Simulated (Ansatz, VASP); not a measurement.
LaTaTl3 in VASP and in Ansatz

The input INCAR:

```
SYSTEM = LaTaTl3
PREC = Accurate
ENCUT = 520
EDIFF = 1E-7
ISMEAR = 0
SIGMA = 0.1
LREAL = .FALSE.
LASPH = .TRUE.
NELM = 80
ALGO = Normal
ISIF = 2
LWAVE = .FALSE.
LCHARG = .TRUE.
GGA = PE
LELF = .TRUE.
LVHAR = .TRUE.
NBANDS = 38
```

Contents of KPOINTS:

```
regular mesh
0
G
  4 4 4
  0 0 0
```

POSCAR

```
LaTaTl3
1.0
    5.4379695100      0.0000000000      0.0000000000
    0.0000000000      5.4379695100      0.0000000000
    0.0000000000      0.0000000000      5.4379695100
La Ta Tl
1 1 3
Direct
    0.5000000000      0.5000000000      0.5000000000
    0.0000000000      0.0000000000      0.0000000000
    0.5000000000      0.0000000000      0.0000000000
    0.0000000000      0.5000000000      0.0000000000
    0.0000000000      0.0000000000      0.5000000000
```

Input for Ansatz:

```yaml
crystal:
  lattice:
    - [5.43796951, 0.0, 0.0]
    - [0.0, 5.43796951, 0.0]
    - [0.0, 0.0, 5.43796951]
  atoms:
    - { symbol: La, position: [0.5, 0.5, 0.5] }
    - { symbol: Ta, position: [0.0, 0.0, 0.0] }
    - { symbol: Tl, position: [0.5, 0.0, 0.0] }
    - { symbol: Tl, position: [0.0, 0.5, 0.0] }
    - { symbol: Tl, position: [0.0, 0.0, 0.5] }
basis:
  ecutwfc: 420
kpoints:
  mp_grid: { grid: [4, 4, 4] }
hamiltonian:
  xc: pbe
scf:
  occupations: { method: gaussian, width: 0.1 }
  lower_state_search: "off"
output:
  forces: true
  stress: true
  eigenvalues: true
```

Change from the starting cell: species swapped into the RbCaBr3 type (Pm-3m, No. 221).

Alike in both runs: task single point; functional PBE; k mesh 4 × 4 × 4; occupations gaussian, width 0.1 eV; no spin polarisation.

|  | VASP | Ansatz |
| --- | --- | --- |
| version | VASP 6.6.1 | Ansatz 0.2.0 |
| potentials or method | VASP PAW PBE potentials, release 64 (La, Ta_pv, Tl_d), cutoff 520 eV | scalar-relativistic, plane waves, PAW |
| valence electrons in the cell | 61 | 63 |

|  | VASP | Ansatz | Ansatz less VASP |
| --- | --- | --- | --- |
| gap on the k mesh at the Fermi level (eV) | none | none | - |
| pressure (GPa) | -0.7 | -0.6 | +0.08 |

A gap of «none» marks a metal or a gap that the smearing closes. VASP's potentials hold 61 valence electrons a cell and Ansatz's 63, so a difference there can come from the potentials and not from the codes.

Neither program's run includes spin-orbit coupling.
